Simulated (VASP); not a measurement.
# BaZrO3 (Pm-3m) in VASP: further runs

The runs below take BaZrO3 through single point, with PBE.

Program: VASP 6.6.1. These are calculated values, not measurements. Logs are shortened: lines on timing, memory, paths and dates and some standing lists are left out, and cuts for length are marked.

## Step 1: The cell of the first run

The structure is cubic, space group Pm-3m (No. 221). The conventional cell has a = 4.163 Å, b = 4.163 Å, c = 4.163 Å, α = 90.00°, β = 90.00°, γ = 90.00°. Ba (site symmetry m-3m) has 12 O at 2.94 Å and 8 Zr at 3.61 Å within 3.9 Å. Within 2.8 Å of Zr (site symmetry m-3m) lie 6 O at 2.08 Å. Within 2.8 Å of O (site symmetry 4/mmm) lie 2 Zr at 2.08 Å.

## Step 2: Single point, PBE (equal strain along all axes, cell held: -1.5 %)

INCAR

```
PREC = Accurate ; ENCUT = 520
EDIFF = 1E-6 ; ISMEAR = 0
SIGMA = 0.02 ; LREAL = False
LASPH = True ; NELM = 100
ALGO = Normal ; ISIF = 2
LWAVE = False ; LCHARG = False
GGA = PE ; NBANDS = 28
```

KPOINTS

```
regular mesh
0
Gamma
  6 6 6
```

POSCAR

```
BaZrO3
1.0
    4.1634096475      0.0000000000      0.0000000000
    0.0000000000      4.1634096475      0.0000000000
    0.0000000000      0.0000000000      4.1634096475
Ba Zr O
1 1 3
Direct
    0.0000000000      0.0000000000      0.0000000000
    0.5000000000      0.5000000000      0.5000000000
    0.5000000000      0.0000000000      0.5000000000
    0.5000000000      0.5000000000      0.0000000000
    0.0000000000      0.5000000000      0.5000000000
```

Potentials or basis: VASP PAW PBE potentials, release 64 (Ba_sv, Zr_sv, O).

On the command line:

```bash
> cat potpaw_PBE.64/Ba_sv/POTCAR potpaw_PBE.64/Zr_sv/POTCAR potpaw_PBE.64/O/POTCAR > POTCAR
> mpirun -np 1 vasp_std > vasp.out
```

OUTCAR:

```text
PREC = Accurate
   ENCUT = 520
   EDIFF = 1E-6
   ISMEAR = 0
   LREAL = False
   LASPH = True
   NELM = 100
   ISIF = 2
   GGA = PE

 ion  position               nearest neighbor table
   1  0.000  0.000  0.000-   3 2.94   4 2.94   5 2.94   3 2.94   5 2.94   4 2.94   5 2.94   5 2.94
                             3 2.94   4 2.94   3 2.94   4 2.94   2 3.61   2 3.61   2 3.61   2 3.61
   2  0.500  0.500  0.500-   3 2.08   4 2.08   5 2.08   4 2.08   3 2.08   5 2.08   1 3.61   1 3.61
                             1 3.61   1 3.61   1 3.61   1 3.61   1 3.61   1 3.61
   3  0.500  0.000  0.500-   2 2.08   2 2.08   1 2.94   1 2.94   1 2.94   1 2.94
   4  0.500  0.500  0.000-   2 2.08   2 2.08   1 2.94   1 2.94   1 2.94   1 2.94
   5  0.000  0.500  0.500-   2 2.08   2 2.08   1 2.94   1 2.94   1 2.94   1 2.94

  LATTYP: Found a simple cubic cell.
 ALAT       =     4.1634096475

  Lattice vectors:

 A1 = (   4.1634096475,   0.0000000000,   0.0000000000)
 A2 = (   0.0000000000,   4.1634096475,   0.0000000000)
 A3 = (   0.0000000000,   0.0000000000,   4.1634096475)

Analysis of symmetry for initial positions (statically):
=====================================================================
 Subroutine PRICEL returns:
 Original cell was already a primitive cell.

 Routine SETGRP: Setting up the symmetry group for a
 simple cubic supercell.

 Subroutine GETGRP returns: Found 48 space group operations
 (whereof 48 operations were pure point group operations)
 out of a pool of 48 trial point group operations.

The static configuration has the point symmetry O_h .

Analysis of symmetry for dynamics (positions and initial velocities):
=====================================================================
 Subroutine PRICEL returns:
 Original cell was already a primitive cell.

 Routine SETGRP: Setting up the symmetry group for a
 simple cubic supercell.

 Subroutine GETGRP returns: Found 48 space group operations
 (whereof 48 operations were pure point group operations)
 out of a pool of 48 trial point group operations.

The dynamic configuration has the point symmetry O_h .

 Subroutine INISYM returns: Found 48 space group operations
 (whereof 48 operations are pure point group operations),
 and found     1 'primitive' translations

----------------------------------------------------------------------------------------

                                     Primitive cell

  volume of cell :      72.1685

  direct lattice vectors                    reciprocal lattice vectors
     4.163409647  0.000000000  0.000000000     0.240187751  0.000000000  0.000000000
[... 92 lines left out ...]
   NFREE  =      0    steps in history (QN), initial steepest desc. (CG)
   ISIF   =      2    stress and relaxation
   ISYM   =      2    0-nonsym 1-usesym 2-fastsym
   POTIM  = 0.5000    time-step for ionic-motion
   TEBEG  =    0.0;   TEEND  =   0.0 temperature during run
   PSTRESS=    0.0 pullay stress
   NELECT =      40.0000    total number of electrons
   NUPDOWN=      -1.0000    fix difference up-down
   EMIN   =  10.00;   EMAX   =-10.00  energy-range for DOS
   EFERMI =   0.00;   METHOD = LEGACY
   ISMEAR =     0;   SIGMA  =   0.02  broadening in eV -4-tet -1-fermi 0-gaus
   EFERMI_NEDOS =   21; number of points for ismear=-14 and -15
   IALGO  =     38    algorithm
   IMIX   =      4    mixing-type and parameters
     AMIX     =   0.40;   BMIX     =  1.00
     AMIX_MAG =   1.60;   BMIX_MAG =  1.00
  volume/ion in A,a.u.               =      14.43        97.40
  Fermi-wavevector in a.u.,A,eV,Ry     =   1.344763  2.541233 24.604598  1.808387
  Thomas-Fermi vector in A             =   2.472730
   LORBIT       =      0    0 simple, 1 ext, 2 COOP (PROOUT), +10 PAW based schemes
   GGA     = PE    functional components
   LHFCALC =     F    Hartree Fock is set to
   AEXX    =    0.0000 exact exchange contribution
   IVDW    =     0    specifies the selected vdW correction
   LEPSILON=     F    determine dielectric tensor
   LRPA    =     F    only Hartree local field effects (RPA)
 non-spin polarized calculation
 Gauss-broadening in eV      SIGMA  =   0.02
  energy-cutoff  :      520.00
  volume of cell :       72.17
 maximum number of plane-waves:      1980
 NGX is ok and might be reduce to    32
   NGX = 15   NGY = 15   NGZ = 15

 number of electron      40.0000011 magnetization

 Free energy of the ion-electron system (eV)
  ---------------------------------------------------
  ext. energy  EPLUGINS =         0.00000000
  ---------------------------------------------------
  free energy    TOTEN  =       -41.62197357 eV

  energy without entropy =      -41.62197357  energy(sigma->0) =      -41.62197357

 E-fermi :   4.0396     XC(G=0): -10.8731

 val. band max:        3.9341655733   @ k =   0.5000   0.5000   0.5000
 cond. band min:       7.1664152186   @ k =   0.0000   0.0000   0.0000
 fundamental gap:      3.2322496453
 Fermi energy:         4.0395969200

 k-point     1 :       0.0000    0.0000    0.0000
  band No.  band energies     occupation
      1     -42.9597      2.00000
      2     -21.3216      2.00000
      3     -21.1491      2.00000
      4     -21.1491      2.00000
      5     -21.1491      2.00000
      6     -12.4716      2.00000
[... 609 lines left out ...]
     27      13.2111      0.00000
     28      13.2111      0.00000

------------------------ aborting loop because EDIFF is reached ----------------------------------------

  FORCE on cell =-STRESS in cart. coord.  units (eV):
  Direction    XX          YY          ZZ          XY          YZ          ZX
  --------------------------------------------------------------------------------------
  -------------------------------------------------------------------------------------
  Total        3.9153036      3.9153036      3.9153036     -0.0000000      0.0000000      0.0000000
  in kB       86.9217761     86.9217761     86.9217761     -0.0000000      0.0000000      0.0000000
  external PRESSURE =      86.9217761 kB  Pullay stress =       0.0000000 kB

 VOLUME and BASIS-vectors are now :
 -----------------------------------------------------------------------------
  energy-cutoff  :      520.00
  volume of cell :       72.17
      direct lattice vectors                 reciprocal lattice vectors
     4.163409647  0.000000000  0.000000000     0.240187751  0.000000000  0.000000000
     0.000000000  4.163409647  0.000000000     0.000000000  0.240187751  0.000000000
     0.000000000  0.000000000  4.163409647     0.000000000  0.000000000  0.240187751

 POSITION                                       TOTAL-FORCE (eV/Angst)
 -----------------------------------------------------------------------------------
      0.00000      0.00000      0.00000         0.000000      0.000000      0.000000
      2.08170      2.08170      2.08170         0.000000      0.000000      0.000000
      2.08170      0.00000      2.08170         0.000000      0.000000      0.000000
      2.08170      2.08170      0.00000         0.000000      0.000000      0.000000
      0.00000      2.08170      2.08170         0.000000      0.000000      0.000000
 -----------------------------------------------------------------------------------
    total drift:                                0.000000     -0.000000     -0.000000

  FREE ENERGIE OF THE ION-ELECTRON SYSTEM (eV)
  ---------------------------------------------------
  free  energy   TOTEN  =       -41.6219735745 eV

  energy  without entropy=      -41.6219735745  energy(sigma->0) =      -41.62197357
```

OSZICAR:

```text
N       E                     dE             d eps       ncg     rms          rms(c)
DAV:   1     0.314287775275E+03    0.31429E+03   -0.22059E+04  1120   0.141E+03
DAV:   2    -0.280882609046E+02   -0.34238E+03   -0.33189E+03  1400   0.354E+02
DAV:   3    -0.485940491450E+02   -0.20506E+02   -0.20438E+02  1768   0.820E+01
DAV:   4    -0.491327075220E+02   -0.53866E+00   -0.53788E+00  1544   0.104E+01
DAV:   5    -0.491432612205E+02   -0.10554E-01   -0.10553E-01  1528   0.115E+00    0.301E+01
DAV:   6    -0.416829324644E+02    0.74603E+01   -0.37162E+01  1312   0.386E+01    0.133E+01
DAV:   7    -0.416306481002E+02    0.52284E-01   -0.26729E+00  1540   0.896E+00    0.810E+00
DAV:   8    -0.416256286570E+02    0.50194E-02   -0.34006E-01  1304   0.417E+00    0.718E-01
DAV:   9    -0.416207927764E+02    0.48359E-02   -0.65426E-02  1492   0.139E+00    0.516E-01
DAV:  10    -0.416223081022E+02   -0.15153E-02   -0.16215E-02  1548   0.104E+00    0.246E-01
DAV:  11    -0.416219218074E+02    0.38629E-03   -0.19153E-03  1392   0.353E-01    0.384E-02
DAV:  12    -0.416219735167E+02   -0.51709E-04   -0.16427E-04  1324   0.876E-02    0.385E-02
DAV:  13    -0.416219735760E+02   -0.59218E-07   -0.23233E-05  1616   0.301E-02    0.505E-03
DAV:  14    -0.416219735745E+02    0.14288E-08   -0.28426E-06  1276   0.122E-02
   1 F= -.41621974E+02 E0= -.41621974E+02  d E =-.133763E-15
```

Wall time 19 s (1 thread of Intel Xeon Platinum 8488C (Sapphire Rapids), shared host); peak memory 0.2 GiB.

Results:

```yaml
Free_energy: -41.6220 eV
Pressure: 8.7 GPa
Band_gap_on_the_k_mesh: 3.23 eV, indirect (least direct gap 3.43 eV)
```

Levels at points of the mesh, in eV from the valence-band top:
| k point | band 18 | band 19 | band 20 | band 21 | band 22 | band 23 |
| --- | --- | --- | --- | --- | --- | --- |
| (0.00, 0.00, 0.00) | -0.20 | -0.20 | -0.20 | 3.23 | 3.23 | 3.23 |
| (0.50, 0.00, 0.00) | -1.73 | -0.42 | -0.42 | 3.70 | 5.84 | 5.84 |
| (0.50, 0.50, 0.00) | -0.93 | -0.74 | -0.08 | 5.81 | 5.81 | 6.57 |
| (0.50, 0.50, 0.50) | 0.00 | 0.00 | 0.00 | 6.06 | 6.06 | 6.06 |

Caveat: the cell differs from its parent crystal (equal strain along all axes, cell held: -1.5 %); spin-orbit coupling is left out, which moves the levels of the heavy elements. A k mesh can miss the band edges.

## Step 3: Single point, PBE

This run uses another cell than the first one, of 15.10 Å³/atom, 1.046 times its volume.

INCAR

```
PREC = Accurate
ENCUT = 520
EDIFF = 1E-7
ISMEAR = 0
SIGMA = 0.02
LREAL = F
LASPH = T
NELM = 60
ALGO = Normal
ISIF = 2
LWAVE = F
LCHARG = F
GGA = PE
NBANDS = 28
```

KPOINTS is that of step 2.

Changes to POSCAR since step 2:

```diff
@@ -2,5 +2,5 @@
 1.0
-    4.1634096475      0.0000000000      0.0000000000
-    0.0000000000      4.1634096475      0.0000000000
-    0.0000000000      0.0000000000      4.1634096475
+    4.2268118248      0.0000000000      0.0000000000
+    0.0000000000      4.2268118248      0.0000000000
+    0.0000000000      0.0000000000      4.2268118248
 Ba Zr O
```

Potentials or basis: VASP PAW PBE potentials, release 64 (Ba_sv, Zr_sv, O).

On the command line:

```bash
> cat potpaw_PBE.64/Ba_sv/POTCAR potpaw_PBE.64/Zr_sv/POTCAR potpaw_PBE.64/O/POTCAR > POTCAR
> mpirun -np 1 vasp_std > vasp.out
```

It took 22 s on 1 thread of Intel Xeon Platinum 8488C (Sapphire Rapids), shared host; peak memory 0.19 GiB.

The run converged. Its results:

| Item | Value |
| --- | --- |
| Free energy | -41.7233 eV |
| Pressure | 1.0 GPa |
| Band gap on the k mesh | 3.13 eV, indirect (least direct gap 3.38 eV) |

Levels at points of the mesh, in eV from the valence-band top:
| k point | band 18 | band 19 | band 20 | band 21 | band 22 | band 23 |
| --- | --- | --- | --- | --- | --- | --- |
| (0.00, 0.00, 0.00) | -0.25 | -0.25 | -0.25 | 3.13 | 3.13 | 3.13 |
| (0.50, 0.00, 0.00) | -1.61 | -0.49 | -0.49 | 3.55 | 5.54 | 5.54 |
| (0.50, 0.50, 0.00) | -0.93 | -0.85 | -0.07 | 5.52 | 5.52 | 6.31 |
| (0.50, 0.50, 0.50) | 0.00 | 0.00 | 0.00 | 5.88 | 5.88 | 5.88 |

Caveat: spin-orbit coupling is left out, which moves the levels of the heavy elements.

## Step 4: Single point, PBE (equal strain along all axes, cell held: +1.5 %)

INCAR

```
ALGO = Normal
EDIFF = 1E-6
ENCUT = 520
GGA = PE
ISIF = 2
ISMEAR = 0
LASPH = True
LCHARG = True
LELF = True
LREAL = False
LVHAR = True
LWAVE = False
NBANDS = 28
NELM = 80
PREC = Accurate
SIGMA = 0.02
```

KPOINTS

```
k-points
0
Gamma
  6 6 6
```

Changes to POSCAR since step 3:

```diff
@@ -2,5 +2,5 @@
 1.0
-    4.2268118248      0.0000000000      0.0000000000
-    0.0000000000      4.2268118248      0.0000000000
-    0.0000000000      0.0000000000      4.2268118248
+    4.2902140022      0.0000000000      0.0000000000
+    0.0000000000      4.2902140022      0.0000000000
+    0.0000000000      0.0000000000      4.2902140022
 Ba Zr O
```

On the command line:

```bash
> cat potpaw_PBE.64/Ba_sv/POTCAR potpaw_PBE.64/Zr_sv/POTCAR potpaw_PBE.64/O/POTCAR > POTCAR
> mpirun -np 1 vasp_std > vasp.out
```

Run time: 22 s. Hardware: 1 thread of Intel Xeon Platinum 8488C (Sapphire Rapids), shared host; peak memory 0.2 GiB.

Results (log left out):

```yaml
Free_energy: -41.6781 eV
Pressure: -5.2 GPa
Band_gap_on_the_k_mesh: 3.03 eV, indirect (least direct gap 3.32 eV)
```

Levels at points of the mesh, in eV from the valence-band top:
```
           k point  band 16  band 17  band 18  band 19  band 20  band 21  band 22  band 23  band 24  band 25
(0.00, 0.00, 0.00)    -0.89    -0.89    -0.29    -0.29    -0.29     3.03     3.03     3.03     4.56     4.56
(0.50, 0.00, 0.00)    -1.63    -1.63    -1.50    -0.53    -0.53     3.41     5.26     5.26     6.17     6.34
(0.50, 0.50, 0.00)    -2.19    -0.94    -0.93    -0.93    -0.07     5.23     5.23     6.03     6.07     7.22
(0.50, 0.50, 0.50)    -2.48    -2.48     0.00     0.00     0.00     5.71     5.71     5.71     6.40     6.40
```

Caveat: the cell differs from its parent crystal (equal strain along all axes, cell held: +1.5 %); spin-orbit coupling is left out, which moves the levels of the heavy elements.

## Step 5: Overview

| cell | gap on the mesh (eV) | pressure (GPa) |
| --- | --- | --- |
| a = 4.163 Å, 5 atoms | 3.23 | 8.7 |
| a = 4.227 Å, 5 atoms | 3.13 | 1.0 |
| a = 4.290 Å, 5 atoms | 3.03 | -5.2 |

Alike in all rows: task single point; level PBE; potentials or basis VASP PAW PBE potentials, release 64 (Ba_sv, Zr_sv, O); no spin polarisation; k mesh 6 × 6 × 6; cutoff (eV) 520; smearing gaussian 0.02 eV.

Caveats: spin-orbit coupling is left out, which moves the levels of the heavy elements.

Total energies depend on the potentials used, so only differences within one code and one set of settings carry meaning.
